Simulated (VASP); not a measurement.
# SrTiO3 (a cell with a defect) in VASP: single point with PBEsol

Aim: the single point of SrTiO3 (a cell with a defect) with PBEsol.

Program: VASP 6.6.1. These are calculated values, not measurements. Logs are shortened: lines on timing, memory, paths and dates and some standing lists are left out, and cuts for length are marked.

### Step 1. The cell of the first run

The cell holds a defect, 40 atoms: a = 7.783 Å, b = 7.783 Å, c = 7.783 Å, α = 90.00°, β = 90.00°, γ = 90.00°.

### Step 2. Single point, PBEsol

INCAR

```
PREC = Accurate ; ENCUT = 520
EDIFF = 1E-6 ; ISMEAR = -1
SIGMA = 0.05 ; LREAL = Auto
LASPH = True ; NELM = 120
ALGO = Normal ; ISIF = 2
LWAVE = False ; LCHARG = False
GGA = PS ; ISYM = -1
NBANDS = 186 ; GGA_COMPAT = False
```

KPOINTS

```
explicit points
1
Reciprocal
  0.25000000   0.25000000   0.25000000 1
```

POSCAR

```
SrTiO3
1.0
    7.7828210000      0.0000000000      0.0000000000
    0.0000000000      7.7828210000      0.0000000000
    0.0000000000      0.0000000000      7.7828210000
Sr O Ti
8 24 8
Direct
    0.9882550000      0.9918100000      0.9985650000
    0.9884220000      0.5310640000      0.9989750000
    0.0204010000      0.5026510000      0.4982200000
    0.5384900000      0.9923720000      0.0008930000
    0.5011450000      0.0165390000      0.5007370000
    0.5392700000      0.5339350000      0.0014740000
    0.5011900000      0.5079310000      0.5032510000
    0.0206570000      0.0225900000      0.4968680000
    0.7631280000      0.8979320000      0.5008120000
    0.2932670000      0.2644810000      0.9997970000
    0.2594780000      0.7613990000      0.9994800000
    0.2644100000      0.7632070000      0.4996660000
    0.7387370000      0.2627740000      0.0004210000
    0.7752000000      0.2623360000      0.5005140000
    0.7660590000      0.7623340000      0.9999640000
    0.7625100000      0.6272590000      0.4991440000
    0.0269690000      0.2639920000      0.2598970000
    0.0219190000      0.2613110000      0.7442580000
    0.0145280000      0.7633610000      0.2614850000
    0.0123680000      0.7615170000      0.7379900000
    0.5028380000      0.2639010000      0.2875330000
    0.4982130000      0.2606430000      0.7109920000
    0.5138100000      0.7634430000      0.2575320000
    0.5111810000      0.7618220000      0.7421760000
    0.2648020000      0.0195250000      0.2637230000
    0.2596940000      0.0171580000      0.7366080000
    0.2650060000      0.5078340000      0.2645940000
    0.2597870000      0.5051980000      0.7335430000
    0.7666630000      0.0205420000      0.2260130000
    0.7614780000      0.0200500000      0.7763070000
    0.7666610000      0.5047810000      0.2244790000
    0.7610020000      0.5047300000      0.7739460000
    0.2665580000      0.2614080000      0.2274730000
    0.2657280000      0.2639170000      0.7720780000
    0.2622430000      0.7599080000      0.2547440000
    0.2625050000      0.7649740000      0.7470720000
    0.7584420000      0.2632410000      0.2526160000
    0.7622850000      0.2615950000      0.7479690000
    0.7631380000      0.7634650000      0.2857620000
    0.7643700000      0.7614140000      0.7142510000
```

Potentials or basis: VASP PAW PBE potentials, release 64 (Sr_sv, O, Ti_sv).

Command:

```bash
> cat potpaw_PBE.64/Sr_sv/POTCAR potpaw_PBE.64/O/POTCAR potpaw_PBE.64/Ti_sv/POTCAR > POTCAR
> mpirun -np 1 vasp_std > vasp.out
```

OUTCAR:

```text
PREC = Accurate
   ENCUT = 520
   EDIFF = 1E-6
   ISMEAR = -1
   LREAL = Auto
   LASPH = True
   NELM = 120
   ISIF = 2
   GGA = PS
   ISYM = -1

 ion  position               nearest neighbor table
   1  0.988  0.992  0.999-  30 2.48  29 2.48  15 2.49  20 2.71  19 2.72  11 2.77  13 2.87  18 2.90
                            26 2.94  17 2.95  25 2.99  10 3.18  40 3.34  39 3.35  38 3.36  36 3.39
   2  0.988  0.531  0.999-  31 2.47  15 2.50  32 2.50  20 2.72  19 2.74  11 2.77  13 2.85  18 2.90
                            17 2.92  28 2.96  27 2.99  10 3.15  40 3.34  38 3.36  39 3.37  37 3.38
   3  0.020  0.503  0.498-  16 2.23  28 2.61  17 2.63  27 2.63  14 2.67  18 2.68  19 2.74  20 2.75
                            12 2.78  31 2.91  32 2.95  40 3.29  39 3.30  35 3.34  37 3.36  38 3.37
   4  0.538  0.992  0.001-  30 2.47  29 2.50  15 2.52  13 2.62  23 2.68  24 2.71  11 2.82  10 2.85
                            25 2.96  26 3.00  21 3.09  22 3.09  39 3.34  37 3.35  40 3.36  38 3.36
   5  0.501  0.017  0.501-   9 2.24  22 2.51  21 2.54  25 2.61  26 2.63  12 2.70  24 2.73  23 2.73
                            14 2.87  30 2.95  29 2.97  39 3.29  40 3.30  36 3.31  35 3.33  37 3.38
   6  0.539  0.534  0.001-  32 2.48  31 2.49  15 2.51  13 2.62  23 2.68  24 2.70  11 2.81  10 2.84
                            27 2.96  28 3.02  21 3.07  22 3.12  39 3.34  37 3.34  40 3.35  38 3.38
   7  0.501  0.508  0.503-  16 2.24  22 2.51  21 2.53  28 2.60  27 2.61  12 2.71  24 2.71  23 2.76
                            14 2.86  32 2.92  31 3.00  40 3.28  39 3.31  35 3.32  36 3.32  34 3.37
   8  0.021  0.023  0.497-   9 2.23  25 2.63  17 2.63  26 2.64  14 2.67  18 2.68  19 2.73  20 2.77
                            12 2.77  29 2.89  30 2.97  39 3.28  40 3.31  35 3.36  37 3.36  38 3.36
   9  0.763  0.898  0.501-  40 1.97  39 1.97   8 2.23   5 2.24
  10  0.293  0.264  1.000-  33 1.78  34 1.79   6 2.84   4 2.85   2 3.15   1 3.18
  11  0.259  0.761  0.999-  36 1.96  35 1.99   2 2.77   1 2.77   6 2.81   4 2.82
  12  0.264  0.763  0.500-  35 1.91  36 1.93   5 2.70   7 2.71   8 2.77   3 2.78
  13  0.739  0.263  0.000-  37 1.97  38 1.97   4 2.62   6 2.62   2 2.85   1 2.87
  14  0.775  0.262  0.501-  38 1.93  37 1.93   8 2.67   3 2.67   7 2.86   5 2.87
  15  0.766  0.762  1.000-  40 2.22  39 2.22   1 2.49   2 2.50   6 2.51   4 2.52
  16  0.763  0.627  0.499-  39 1.97  40 1.97   3 2.23   7 2.24
  17  0.027  0.264  0.260-  33 1.88  37 2.09   3 2.63   8 2.63   2 2.92   1 2.95
  18  0.022  0.261  0.744-  34 1.91  38 2.02   8 2.68   3 2.68   1 2.90   2 2.90
  19  0.015  0.763  0.261-  35 1.93  39 1.97   1 2.72   8 2.73   2 2.74   3 2.74
  20  0.012  0.762  0.738-  40 1.94  36 1.95   1 2.71   2 2.72   3 2.75   8 2.77
  21  0.503  0.264  0.288-  33 1.90  37 2.01   7 2.53   5 2.54   6 3.07   4 3.09
  22  0.498  0.261  0.711-  34 1.87  38 2.08   5 2.51   7 2.51   4 3.09   6 3.12
[... 8 lines left out ...]
  31  0.767  0.505  0.224-  37 1.89  39 2.07   2 2.47   6 2.49   3 2.91   7 3.00
  32  0.761  0.505  0.774-  38 1.90  40 2.05   6 2.48   2 2.50   7 2.92   3 2.95
  33  0.267  0.261  0.227-  10 1.78  17 1.88  21 1.90  25 1.90  27 1.94   5 3.39   8 3.39   7 3.41
                             3 3.41   4 3.46   6 3.48   2 3.50   1 3.50
  34  0.266  0.264  0.772-  10 1.79  22 1.87  28 1.90  18 1.91  26 1.94   7 3.37   5 3.39   3 3.41
                             8 3.43   2 3.48   6 3.48   4 3.48   1 3.50
  35  0.262  0.760  0.255-  12 1.91  19 1.93  23 1.96  27 1.96  11 1.99  25 2.02   7 3.32   5 3.33
                             3 3.34   8 3.36   6 3.41   2 3.42   1 3.43   4 3.43
  36  0.263  0.765  0.747-  12 1.93  24 1.94  20 1.95  26 1.96  11 1.96  28 2.02   5 3.31   7 3.32
                             8 3.37   3 3.39   1 3.39   4 3.41   2 3.42   6 3.43
  37  0.758  0.263  0.253-  31 1.89  29 1.90  14 1.93  13 1.97  21 2.01  17 2.09   6 3.34   4 3.35
                             3 3.36   8 3.36   5 3.38   7 3.38   2 3.38   1 3.40
  38  0.762  0.262  0.748-  30 1.89  32 1.90  14 1.93  13 1.97  18 2.02  22 2.08   4 3.36   1 3.36
                             2 3.36   8 3.36   3 3.37   6 3.38   7 3.38   5 3.39
  39  0.763  0.763  0.286-  23 1.95  19 1.97  16 1.97   9 1.97  29 2.05  31 2.07  15 2.22   8 3.28
                             5 3.29   3 3.30   7 3.31   6 3.34   4 3.34   1 3.35   2 3.37
  40  0.764  0.761  0.714-  20 1.94   9 1.97  16 1.97  24 1.98  32 2.05  30 2.07  15 2.22   7 3.28
                             3 3.29   5 3.30   8 3.31   1 3.34   2 3.34   6 3.35   4 3.36

IMPORTANT INFORMATION: All symmetrisations will be switched off!
NOSYMM: (Re-)initialisation of all symmetry stuff for point group C_1.

----------------------------------------------------------------------------------------

                                     Primitive cell

  volume of cell :     471.4234

  direct lattice vectors                    reciprocal lattice vectors
     7.782821000  0.000000000  0.000000000     0.128488115  0.000000000  0.000000000
     0.000000000  7.782821000  0.000000000     0.000000000  0.128488115  0.000000000
     0.000000000  0.000000000  7.782821000     0.000000000  0.000000000  0.128488115

  length of vectors
     7.782821000  7.782821000  7.782821000     0.128488115  0.128488115  0.128488115

  position of ions in fractional coordinates (direct lattice)
     0.988255000  0.991810000  0.998565000
     0.988422000  0.531064000  0.998975000
     0.020401000  0.502651000  0.498220000
     0.538490000  0.992372000  0.000893000
     0.501145000  0.016539000  0.500737000
     0.539270000  0.533935000  0.001474000
[... 32 lines left out ...]
     0.763138000  0.763465000  0.285762000
     0.764370000  0.761414000  0.714251000

  ion indices of the primitive-cell ions
   primitive index   ion index
                 1           1
                 2           2
                 3           3
                 4           4
                 5           5
                 6           6
[... 32 lines left out ...]
                39          39
                40          40

----------------------------------------------------------------------------------------

 KPOINTS: explicit points

Read explicit list of k-points.

 Found      1 k-points:

 Following reciprocal coordinates:
            Coordinates               Weight
  0.250000  0.250000  0.250000      1.000000
   k-points           NKPTS =      1   k-points in BZ     NKDIM =      1   number of bands    NBANDS=    186
   number of dos      NEDOS =    301   number of ions     NIONS =     40
   total plane-waves  NPLWV = 216000
   dimension x,y,z NGX =    60 NGY =   60 NGZ =   60
   dimension x,y,z NGXF=   120 NGYF=  120 NGZF=  120
   ions per type =               8  24   8
   NGX,Y,Z   is equivalent  to a cutoff of  12.82, 12.82, 12.82 a.u.
   NGXF,Y,Z  is equivalent  to a cutoff of  25.63, 25.63, 25.63 a.u.
 SYSTEM =  unknown system
   PREC   = accura    normal or accurate (medium, high low for compatibility)
   ISTART =      0    job   : 0-new  1-cont  2-samecut
   ICHARG =      2    charge: 1-file 2-atom 10-const
   ISPIN  =      1    spin polarized calculation?
   LNONCOLLINEAR =      F non collinear calculations
   LSORBIT =      F    spin-orbit coupling
   LASPH  =      T    aspherical Exc in radial PAW
   ENCUT  =  520.0 eV  38.22 Ry    6.18 a.u.  14.47 14.47 14.47*2*pi/ulx,y,z
   NELM   =    120;   NELMIN=  2; NELMDL= -5     # of ELM steps
   EDIFF  = 0.1E-05   stopping-criterion for ELM
   LREAL  =      T    real-space projection
   EDIFFG = 0.1E-04   stopping-criterion for IOM
   NSW    =      0    number of steps for IOM
   IBRION =     -1    ionic relax: 0-MD 1-quasi-New 2-CG
   NFREE  =      0    steps in history (QN), initial steepest desc. (CG)
   ISIF   =      2    stress and relaxation
   ISYM   =     -1    0-nonsym 1-usesym 2-fastsym
   POTIM  = 0.5000    time-step for ionic-motion
   TEBEG  =    0.0;   TEEND  =   0.0 temperature during run
   PSTRESS=    0.0 pullay stress
   NELECT =     320.0000    total number of electrons
   NUPDOWN=      -1.0000    fix difference up-down
   EMIN   =  10.00;   EMAX   =-10.00  energy-range for DOS
   EFERMI =   0.00;   METHOD = LEGACY
   ISMEAR =    -1;   SIGMA  =   0.05  broadening in eV -4-tet -1-fermi 0-gaus
   EFERMI_NEDOS =   21; number of points for ismear=-14 and -15
   IALGO  =     38    algorithm
   IMIX   =      4    mixing-type and parameters
     AMIX     =   0.40;   BMIX     =  1.00
     AMIX_MAG =   1.60;   BMIX_MAG =  1.00
  volume/ion in A,a.u.               =      11.79        79.53
  Fermi-wavevector in a.u.,A,eV,Ry     =   1.438758  2.718859 28.164398  2.070025
  Thomas-Fermi vector in A             =   2.557689
   LORBIT       =      0    0 simple, 1 ext, 2 COOP (PROOUT), +10 PAW based schemes
   GGA     = PS    functional components
   LHFCALC =     F    Hartree Fock is set to
   AEXX    =    0.0000 exact exchange contribution
   IVDW    =     0    specifies the selected vdW correction
   LEPSILON=     F    determine dielectric tensor
   LRPA    =     F    only Hartree local field effects (RPA)
 non-spin polarized calculation
  energy-cutoff  :      520.00
  volume of cell :      471.42
 maximum number of plane-waves:     12704
 NGX is ok and might be reduce to    60
   NGX = 29   NGY = 29   NGZ = 29

 number of electron     319.9999991 magnetization

 Free energy of the ion-electron system (eV)
  ---------------------------------------------------
  ext. energy  EPLUGINS =         0.00000000
  ---------------------------------------------------
  free energy    TOTEN  =      -330.23084713 eV

  energy without entropy =     -330.23084259  energy(sigma->0) =     -330.23084486

 E-fermi :   5.5583     XC(G=0): -11.5592

 val. band max:        4.8902022153   @ k =   0.2500   0.2500   0.2500
 cond. band min:       6.2275760286   @ k =   0.2500   0.2500   0.2500
 fundamental gap:      1.3373738133
 Fermi energy:         5.5583102557

 k-point     1 :       0.2500    0.2500    0.2500
  band No.  band energies     occupation
      1     -52.3674      2.00000
      2     -52.3636      2.00000
      3     -52.3426      2.00000
      4     -52.3375      2.00000
      5     -51.8905      2.00000
      6     -51.8871      2.00000
[... 164 lines left out ...]
    171       7.5339      0.00000
    172       7.6061      0.00000
 [bands above 172 left out]

------------------------ aborting loop because EDIFF is reached ----------------------------------------

  FORCE on cell =-STRESS in cart. coord.  units (eV):
  Direction    XX          YY          ZZ          XY          YZ          ZX
  --------------------------------------------------------------------------------------
  -------------------------------------------------------------------------------------
  Total       10.0329023     16.7217211     10.9745858     -1.5160284     -0.8320479     -1.7902262
  in kB       34.0977750     56.8303631     37.2981762     -5.1523672     -2.8277940     -6.0842544
  external PRESSURE =      42.7421048 kB  Pullay stress =       0.0000000 kB

 VOLUME and BASIS-vectors are now :
 -----------------------------------------------------------------------------
  energy-cutoff  :      520.00
  volume of cell :      471.42
      direct lattice vectors                 reciprocal lattice vectors
     7.782821000  0.000000000  0.000000000     0.128488115  0.000000000  0.000000000
     0.000000000  7.782821000  0.000000000     0.000000000  0.128488115  0.000000000
     0.000000000  0.000000000  7.782821000     0.000000000  0.000000000  0.128488115

 POSITION                                       TOTAL-FORCE (eV/Angst)
 -----------------------------------------------------------------------------------
      7.69141      7.71908      7.77165         0.077215      0.027618      0.005995
      7.69271      4.13318      7.77484         0.060893     -0.023966      0.003441
      0.15878      3.91204      3.87756         0.087347     -0.049651      0.004628
      4.19097      7.72345      0.00695        -0.071924      0.013986      0.007633
      3.90032      0.12872      3.89715        -0.075556      0.023553      0.004634
      4.19704      4.15552      0.01147        -0.073325     -0.023762      0.002417
[... 32 lines left out ...]
      5.93937      5.94191      2.22403        -0.011074      0.012436     -0.067302
      5.94895      5.92595      5.55889        -0.015569     -0.001702      0.059675
 -----------------------------------------------------------------------------------
    total drift:                                0.030743      0.044022      0.015377

  FREE ENERGIE OF THE ION-ELECTRON SYSTEM (eV)
  ---------------------------------------------------
  free  energy   TOTEN  =      -330.2308471329 eV

  energy  without entropy=     -330.2308425945  energy(sigma->0) =     -330.23084486
```

Run time: 4.4 min. Hardware: 1 thread of Intel Xeon 6975P-C (Granite Rapids), shared host; peak memory 0.49 GiB.

Results:

- Free energy: -330.2308 eV
- Pressure: 4.3 GPa
- Largest force: 0.101 eV/Å
- Band gap on the k mesh: 1.34 eV

Forces in eV/Å, atoms in the order of the input:
```
Sr   0.077  0.028  0.006
Sr   0.061 -0.024  0.003
Sr   0.087 -0.050  0.005
Sr  -0.072  0.014  0.008
Sr  -0.076  0.024  0.005
Sr  -0.073 -0.024  0.002
Sr  -0.065 -0.025 -0.007
Sr   0.080  0.042  0.004
O   -0.011 -0.042  0.007
O    0.015  0.007  0.001
O    0.010  0.007  0.005
O    0.001 -0.001  0.010
O    0.007 -0.004 -0.010
O   -0.010  0.005  0.005
O   -0.001 -0.001  0.000
O   -0.017  0.035  0.008
O   -0.041  0.003 -0.009
O   -0.023  0.005  0.011
O    0.000 -0.003  0.005
O    0.011 -0.005 -0.003
O    0.011  0.003 -0.012
O    0.029  0.004  0.015
O    0.009  0.006  0.006
O    0.028  0.005 -0.001
O   -0.003 -0.031 -0.013
O   -0.004 -0.001  0.002
O    0.002  0.007 -0.016
O   -0.001  0.023  0.014
O    0.001 -0.025  0.015
O    0.003 -0.034 -0.031
O    0.002  0.019  0.021
O    0.003  0.018 -0.035
Ti   0.000 -0.001  0.071
Ti  -0.018 -0.011 -0.053
Ti  -0.011  0.008 -0.039
Ti   0.007 -0.007  0.026
Ti   0.000  0.008  0.002
Ti   0.009  0.007 -0.020
Ti  -0.011  0.012 -0.067
Ti  -0.016 -0.002  0.060
```

Stress tensor (GPa, compression positive):
```
 3.41 -0.52 -0.61
-0.52  5.68 -0.28
-0.61 -0.28  3.73
```

Levels at points of the mesh, in eV from the valence-band top:
```tsv
k point	band 158	band 159	band 160	band 161	band 162	band 163
(0.25, 0.25, 0.25)	-0.65	-0.54	0.00	1.34	1.53	1.69
```

Caveat: the PAW data sets were made with another functional, which shifts forces and pressure a little.
